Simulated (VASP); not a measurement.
# BaNb (P-6m2) in VASP: a series of runs, part 2 of 2

VASP 6.6.1. The steps go on from the part before.

### 4 Relaxation of cell and atoms, PBE

This run uses another cell than the first one, of 24.17 Å³/atom.

File INCAR:

```
SYSTEM = BaNb
PREC = Accurate
ENCUT = 600
EDIFF = 1E-7
ISMEAR = 0
SIGMA = 0.1
LREAL = .False.
LASPH = .True.
NELM = 80
ALGO = Normal
ISIF = 3
LWAVE = .False.
LCHARG = .False.
GGA = PE
IBRION = 2
NSW = 90
EDIFFG = -0.04
```

File KPOINTS:

```
Automatic mesh
0
Gamma
  6 6 4
  0 0 0
```

File POSCAR:

```
BaNb
1.0
    3.8537470945      0.0000000000      0.0000000000
   -1.9268735472      3.3374428836      0.0000000000
    0.0000000000      0.0000000000      3.7587468135
Ba Nb
1 1
Direct
    0.0000000000      0.0000000000      0.0000000000
    0.6666666667      0.3333333333      0.5000000000
```

Potentials or basis: VASP PAW PBE potentials, release 64 (Ba_sv, Nb_sv).

On the command line:

```console
$ cat potpaw_PBE.64/Ba_sv/POTCAR potpaw_PBE.64/Nb_sv/POTCAR > POTCAR
$ mpirun -np 1 vasp_std > vasp.out
```

OUTCAR:

```text
SYSTEM = BaNb
   PREC = Accurate
   ENCUT = 600
   EDIFF = 1E-7
   ISMEAR = 0
   LREAL = .False.
   LASPH = .True.
   NELM = 80
   ISIF = 3
   GGA = PE
   IBRION = 2
   NSW = 90
   EDIFFG = -0.04

 ion  position               nearest neighbor table
   1  0.000  0.000  0.000-   2 2.91   2 2.91   2 2.91   2 2.91   2 2.91   2 2.91
   2  0.667  0.333  0.500-   1 2.91   1 2.91   1 2.91   1 2.91   1 2.91   1 2.91

  LATTYP: Found a hexagonal cell.
 ALAT       =     3.8537470945
 C/A-ratio  =     0.9753485948

  Lattice vectors:

 A1 = (   3.8537470945,   0.0000000000,   0.0000000000)
 A2 = (  -1.9268735472,   3.3374428836,   0.0000000000)
 A3 = (   0.0000000000,   0.0000000000,   3.7587468135)

Analysis of symmetry for initial positions (statically):
=====================================================================
 Subroutine PRICEL returns:
 Original cell was already a primitive cell.

 Routine SETGRP: Setting up the symmetry group for a
 hexagonal supercell.

 Subroutine GETGRP returns: Found 12 space group operations
 (whereof 12 operations were pure point group operations)
 out of a pool of 24 trial point group operations.

The static configuration has the point symmetry D_3h.

Analysis of symmetry for dynamics (positions and initial velocities):
=====================================================================
 Subroutine PRICEL returns:
 Original cell was already a primitive cell.

 Routine SETGRP: Setting up the symmetry group for a
 hexagonal supercell.
[... 275 lines left out ...]
     10       3.3157      2.00000
     11       5.2762      0.00421
     12       5.2762      0.00421
     13       5.7284      0.00000
     14       5.7284      0.00000
[... 347 lines left out ...]
      2     -26.1992      2.00000
      3     -26.1962      2.00000
      4     -26.1865      2.00000
      5     -22.3542      2.00000
      6      -8.3290      2.00000
      7      -8.3184      2.00000
      8      -7.6653      2.00000
      9       3.9040      2.00000
     10       4.0659      2.00000
     11       4.5930      2.00000
     12       5.0345      1.42219
     13       5.2241      0.03356
     14       7.2405      0.00000
     15       7.2643      0.00000

[... ionic steps 4 to 7 ...]

--------------------------------------- Ionic step        8  -------------------------------------------

 number of electron      22.9999988 magnetization

------------------------ aborting loop because EDIFF is reached ----------------------------------------
[... 67 lines left out ...]
--------------------------------------- Ionic step       10  -------------------------------------------

 number of electron      22.9999991 magnetization

 Free energy of the ion-electron system (eV)
  ---------------------------------------------------
  ext. energy  EPLUGINS =         0.00000000
  ---------------------------------------------------
  free energy    TOTEN  =        -9.48180517 eV

  energy without entropy =       -9.46498940  energy(sigma->0) =       -9.47339728

 E-fermi :   6.0748     XC(G=0): -10.5034

 val. band max:        6.0654624171   @ k =   0.1667   0.0000   0.0000
 cond. band min:       6.0990641732   @ k =   0.3333   0.0000   0.0000
 fundamental gap:      0.0336017561
 Fermi energy:         6.0748172716

 k-point     1 :       0.0000    0.0000    0.0000
  band No.  band energies     occupation
      1     -48.9669      2.00000
      2     -25.0659      2.00000
      3     -24.7605      2.00000
      4     -24.7605      2.00000
      5     -22.4104      2.00000
      6      -7.5441      2.00000
      7      -5.4643      2.00000
      8      -5.4643      2.00000
      9       1.7275      2.00000
     10       4.7378      2.00000
     11       6.5478      0.00000
     12       6.5478      0.00000
     13       6.8225      0.00000
     14       7.9040      0.00000
[... 388 lines left out ...]
  FREE ENERGIE OF THE ION-ELECTRON SYSTEM (eV)
  ---------------------------------------------------
  free  energy   TOTEN  =        -9.4818051653 eV

  energy  without entropy=       -9.4649893990  energy(sigma->0) =       -9.47339728

 reached required accuracy - stopping structural energy minimisation
```

CONTCAR:

```text
BaNb
   1.00000000000000
     3.2852245226489729   -0.0000000000113411    0.0000000000000000
    -1.6426122612916840    2.8450878937564501    0.0000000000000000
     0.0000000000000000    0.0000000000000000    5.9001562744993743
  Ba              Nb
     1     1
Direct
     1.0000000000000000    0.0000000000000000    0.0000000000000000
     0.6666666667000030    0.3333333332999970    0.5000000000000000

  0.00000000E+00  0.00000000E+00  0.00000000E+00
  0.00000000E+00  0.00000000E+00  0.00000000E+00
```

Run time: 3.3 min. Hardware: 1 thread of Oxide Virtual Turin-like, shared host; peak memory 0.17 GiB.

Results:

| Quantity | Value |
| --- | --- |
| Free energy | -9.4818 eV |
| Relaxed volume | 27.57 Å³/atom |
| Relaxed cell | a = 3.285 Å, b = 3.285 Å, c = 5.900 Å, α = 90.00°, β = 90.00°, γ = 120.00° |
| Space group after relaxing (to 0.1 Å) | P-6m2 (No. 187) |
| Energy gained by relaxing | 956.8 meV/atom |
| Ionic steps | 10 |
| Pressure after relaxing | 0.0 GPa |
| Band gap on the k mesh | zero (an odd number of electrons rules out a gap without spin polarisation) |

The path:
| step | energy change (eV) | largest force (eV/Å) | pressure (GPa) | volume (Å³) |
| --- | --- | --- | --- | --- |
| 1 | 0.0000 | 0.0000 | 15.00 | 48.34 |
| 2 | -0.6508 | 0.0000 | -1.39 | 65.86 |
| 3 | -0.6522 | 0.0000 | -1.00 | 64.87 |
| 4 | -0.8035 | 0.0000 | -1.31 | 64.53 |
| 5 | -1.4650 | 0.0000 | -2.15 | 62.23 |
| 6 | -1.6998 | 0.0000 | 2.60 | 52.86 |
| 7 | -1.8588 | 0.0000 | -2.06 | 58.57 |
| 8 | -1.9026 | 0.0000 | -1.73 | 57.06 |
| 9 | -1.8636 | 0.0000 | 4.53 | 51.33 |
| 10 | -1.9136 | 0.0000 | -0.03 | 55.15 |

Final structure:
```xyz
2
Lattice="3.2852 0.0000 0.0000 -1.6426 2.8451 0.0000 0.0000 0.0000 5.9002" Properties=species:S:1:pos:R:3 pbc="T T T"
Ba    3.2852    0.0000    0.0000
Nb    1.6426    0.9484    2.9501
```

Caveat: the k points lie up to 0.37 Å⁻¹ apart in the final cell, too coarse for converged energies and pressures of a metal; a cell axis changed by over 15 % at a fixed basis, so the end point is rough; spin-orbit coupling is left out, which moves the levels of the heavy elements.

### 5 Single point, PBE

This run uses another cell than the first one, of 27.12 Å³/atom.

File INCAR:

```
SYSTEM = BaNb
ALGO = Fast
EDIFF = 1E-6
ENCUT = 520
GGA = PE
ISIF = 2
ISMEAR = 0
LASPH = .True.
LCHARG = .False.
LREAL = .False.
LWAVE = .False.
NBANDS = 18
NELM = 80
PREC = Accurate
SIGMA = 0.1
```

File KPOINTS:

```
k-points
0
Gamma
  18 18 10
  0 0 0
```

File POSCAR:

```
BaNb
1.0
    3.2601831830      0.0000000000      0.0000000000
   -1.6300915915      2.8234014575      0.0000000000
    0.0000000000      0.0000000000      5.8923065584
Ba Nb
1 1
Direct
    0.0000000000      0.0000000000      0.0000000000
    0.6666666667      0.3333333333      0.5000000000
```

On the command line:

```console
$ cat potpaw_PBE.64/Ba_sv/POTCAR potpaw_PBE.64/Nb_sv/POTCAR > POTCAR
$ mpirun -np 1 vasp_std > vasp.out
```

Wall time 9.5 min (1 thread of Oxide Virtual Turin-like, shared host); peak memory 0.32 GiB.

The run converged. Its results:

```yaml
Free_energy: -9.4864 eV
Pressure: 1.6 GPa
Band_gap_on_the_k_mesh: zero (an odd number of electrons rules out a gap without spin polarisation)
```

Levels at points of the mesh, in eV from the Fermi level:
```csv
k point,band 10,band 11,band 12,band 13,band 14,band 15
"(0.00, 0.00, 0.00)",-1.30,0.50,0.50,0.76,1.91,1.91
"(0.50, 0.00, 0.00)",-1.74,-1.41,0.76,0.92,1.00,1.21
"(0.00, 0.00, 0.50)",-0.80,0.25,0.45,0.45,0.56,1.70
"(0.50, 0.00, 0.50)",-1.77,-1.27,-0.69,1.43,1.75,3.44
```

Caveat: spin-orbit coupling is left out, which moves the levels of the heavy elements.

### 6 Relaxation of cell and atoms, PBE

File INCAR:

```
SYSTEM = BaNb
  PREC = Accurate
  ENCUT = 600
  EDIFF = 1E-6
  ISMEAR = 0
  SIGMA = 0.1
  LREAL = .FALSE.
  LASPH = .TRUE.
  NELM = 60
  ALGO = Fast
  ISIF = 3
  LWAVE = .FALSE.
  LCHARG = .FALSE.
  GGA = PE
  IBRION = 2
  NSW = 100
  EDIFFG = -0.01
```

File KPOINTS:

```
regular mesh
0
G
  18 18 10
  0 0 0
```

File POSCAR:

```
BaNb
1.0
    3.2445141743      0.0000000000      0.0000000000
   -1.6222570871      2.8098316979      0.0000000000
    0.0000000000      0.0000000000      5.9350963190
Ba Nb
1 1
Direct
    0.0000000000      0.0000000000      0.0000000000
    0.6666666667      0.3333333333      0.5000000000
```

Potentials or basis: VASP PAW PBE potentials, release 64 (Ba_sv, Nb_sv).

On the command line:

```console
$ cat potpaw_PBE.64/Ba_sv/POTCAR potpaw_PBE.64/Nb_sv/POTCAR > POTCAR
$ mpirun -np 1 vasp_std > vasp.out
```

Run time: 34 min. Hardware: 1 thread of Oxide Virtual Turin-like, shared host; peak memory 0.38 GiB.

Results (log left out):

| Item | Value |
| --- | --- |
| Free energy | -9.4946 eV |
| Relaxed volume | 27.93 Å³/atom |
| Relaxed cell | a = 3.292 Å, b = 3.292 Å, c = 5.954 Å, α = 90.00°, β = 90.00°, γ = 120.00° |
| Space group after relaxing (to 0.1 Å) | P-6m2 (No. 187) |
| Energy gained by relaxing | 5.5 meV/atom |
| Ionic steps | 6 |
| Pressure after relaxing | 0.0 GPa |
| Band gap on the k mesh | zero (an odd number of electrons rules out a gap without spin polarisation) |

The path:
| step | energy change (eV) | largest force (eV/Å) | pressure (GPa) | volume (Å³) |
| --- | --- | --- | --- | --- |
| 1 | 0.0000 | 0.0000 | 1.81 | 54.11 |
| 2 | -0.0097 | 0.0000 | -0.55 | 56.54 |
| 3 | -0.0106 | 0.0000 | -0.05 | 55.96 |
| 4 | -0.0106 | 0.0000 | -0.01 | 55.92 |
| 5 | -0.0109 | 0.0000 | 0.02 | 55.89 |
| 6 | -0.0109 | 0.0000 | 0.05 | 55.87 |

Final structure:
```
Ba Nb
1.0
     3.29172    0.00000    0.00000
    -1.64586    2.85072    0.00000
     0.00000    0.00000    5.95373
Ba Nb
1 1
Cartesian
  0.0000 0.0000 0.0000
  1.6459 0.9502 2.9769
```

Levels at points of the mesh, in eV from the Fermi level:
```
           k point  band 8  band 9  band 10  band 11  band 12  band 13  band 14  band 15
(0.00, 0.00, 0.00)  -11.55   -4.31    -1.31     0.49     0.49     0.73     1.85     1.85
(0.50, 0.00, 0.00)  -12.48   -2.10    -1.66    -1.38     0.74     0.87     0.98     1.18
(0.00, 0.00, 0.50)  -11.56   -3.32    -0.90     0.19     0.45     0.45     0.56     1.66
(0.50, 0.00, 0.50)  -12.48   -2.50    -1.71    -1.21    -0.64     1.39     1.66     4.07
```

Caveat: spin-orbit coupling is left out, which moves the levels of the heavy elements.

### 7 The runs side by side

```tsv
task	cell	k mesh	cutoff (eV)	gap on the mesh (eV)	pressure (GPa)	relaxed volume (Å³/atom)
single point	a = 3.245, b = 3.245, c = 5.935 Å, angles 90.0, 90.0, 120.0°, 2 atoms	6 × 6 × 4	520	none	1.4	-
single point	a = 3.854, b = 3.854, c = 3.759 Å, angles 90.0, 90.0, 120.0°, 2 atoms	6 × 6 × 6	520	none	13.1	-
relaxation of cell and atoms	relaxed from a = 3.854, b = 3.854, c = 3.759 Å, angles 90.0, 90.0, 120.0°, 2 atoms	6 × 6 × 4	600	none	0.0	27.57
single point	a = 3.260, b = 3.260, c = 5.892 Å, angles 90.0, 90.0, 120.0°, 2 atoms	18 × 18 × 10	520	none	1.6	-
relaxation of cell and atoms	relaxed from a = 3.245, b = 3.245, c = 5.935 Å, angles 90.0, 90.0, 120.0°, 2 atoms	18 × 18 × 10	600	none	0.0	27.93
```

Alike in all rows: level PBE; potentials or basis VASP PAW PBE potentials, release 64 (Ba_sv, Nb_sv); no spin polarisation; smearing gaussian 0.1 eV.

Caveats: some runs use coarse meshes; spin-orbit coupling is left out, which moves the levels of the heavy elements; the stress differs along the axes, from 10 to 19 GPa (at least some runs); a cell axis changed by over 15 % at a fixed basis, so the end point is rough (at least some runs).

Absolute energies hang on the potentials; compare differences alone.

The gap in the log of VASP goes by the Fermi energy; the results here count the filled bands.